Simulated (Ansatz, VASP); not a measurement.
NaCl: VASP beside Ansatz

File INCAR:

```
  ALGO = Normal
  EDIFF = 1E-6
  EDIFFG = -0.005
  ENCUT = 600
  GGA = PS
  IBRION = 2
  ISIF = 3
  ISMEAR = 0
  LASPH = True
  LCHARG = False
  LREAL = False
  LWAVE = False
  NELM = 60
  NSW = 100
  PREC = Accurate
  SIGMA = 0.02
```

The input KPOINTS:

```
k-points
0
Gamma
  6 6 6
```

Contents of POSCAR:

```
NaCl
1.0
    3.5021900000      0.0000000000      0.0000000000
    0.0000000000      3.5021900000      0.0000000000
    0.0000000000      0.0000000000      3.5021900000
Na Cl
1 1
Direct
    0.0000000000      0.0000000000      0.0000000000
    0.5000000000      0.5000000000      0.5000000000
```

Input for Ansatz:

```yaml
crystal:
  lattice:
    - [3.50219, 0.0, 0.0]
    - [0.0, 3.50219, 0.0]
    - [0.0, 0.0, 3.50219]
  atoms:
    - { symbol: Na, position: [0.0, 0.0, 0.0] }
    - { symbol: Cl, position: [0.5, 0.5, 0.5] }
basis:
  ecutwfc: 420
kpoints:
  mp_grid: { grid: [6, 6, 6] }
hamiltonian:
  xc: pbesol
scf:
  occupations: { method: gaussian, width: 0.02 }
output:
  forces: true
  stress: true
  eigenvalues: true
relax:
  adjacent_minimum: "off"
  f_tol: 0.005
  max_steps: 80
  cell: { stress_tol: 0.05 }
```

Alike in both runs: task relaxation of cell and atoms; functional PBEsol; k mesh 6 × 6 × 6; occupations gaussian, width 0.02 eV; no spin polarisation.

|  | VASP | Ansatz |
| --- | --- | --- |
| version | VASP 6.6.1 | Ansatz 0.2.0 |
| potentials or method | VASP PAW PBE potentials, release 64 (Na_pv, Cl), cutoff 600 eV | scalar-relativistic, plane waves, PAW |
| valence electrons in the cell | 14 | 16 |

```csv
,VASP,Ansatz,Ansatz less VASP
"gap on the k mesh at the Fermi level, each at its own relaxed structure (eV)",3.99,3.99,+0.006
relaxed volume (Å³/atom),20.50,20.48,-0.018
relaxed cell length with the largest relative difference (Å),3.448,3.447,-0.0010
```

VASP's potentials were made for PBE, not for PBEsol. VASP's potentials hold 14 valence electrons a cell and Ansatz's 16, so a difference there can come from the potentials and not from the codes.
